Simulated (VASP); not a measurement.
Set up this calculation in VASP 6.6.1, as the native input.

```
Task                   : single point
Functional             : PBEsol
Potentials or basis    : VASP PAW PBE potentials, release 64 (Ca_sv)
Cutoff                 : 520 eV
k mesh                 : 8 × 8 × 5
Occupations            : methfessel-paxton, width 0.1 eV
Spin                   : no spin polarisation
Dipole correction      : no
Further INCAR settings : ALGO = Normal; EDIFF = 1e-06; NBANDS = 17
```

The structure of Ca lies in POSCAR:

```
Ca
1.0
    3.9262096223      0.0000000000      0.0000000000
   -1.9631048112      3.4001971679      0.0000000000
    0.0000000000      0.0000000000      6.4318810899
Ca
2
Direct
    0.3333333333      0.6666666667      0.2500000000
    0.6666666667      0.3333333333      0.7500000000
```

This isn't the form of Ca at room conditions, which is fcc.

These files were run (other wordings do the same):

INCAR

```
SYSTEM = Ca
  PREC = Accurate
  ENCUT = 520
  EDIFF = 1E-6
  ISMEAR = 1
  SIGMA = 0.1
  LREAL = .False.
  LASPH = .True.
  NELM = 100
  ALGO = Normal
  ISIF = 2
  LWAVE = .False.
  LCHARG = .True.
  GGA = PS
  LELF = .True.
  LVHAR = .True.
  NBANDS = 17
```

KPOINTS

```
Automatic mesh
0
Gamma
  8 8 5
  0 0 0
```

Potentials or basis: VASP PAW PBE potentials, release 64 (Ca_sv).

The run is started by

```console
$ cat potpaw_PBE.64/Ca_sv/POTCAR > POTCAR
$ mpirun -np 1 vasp_std > vasp.out
```

Results of the run:

The pressure is -0.8 GPa and the band gap on the k mesh is zero (bands 10 and 11 overlap by 0.49 eV).

Caveat: the PAW data sets were made with another functional, which shifts forces and pressure a little.

Run time: 33 s on 1 thread of Intel(R) Xeon(R) Platinum 8488C (Sapphire Rapids), on a shared host, peak memory 0.2 GiB.
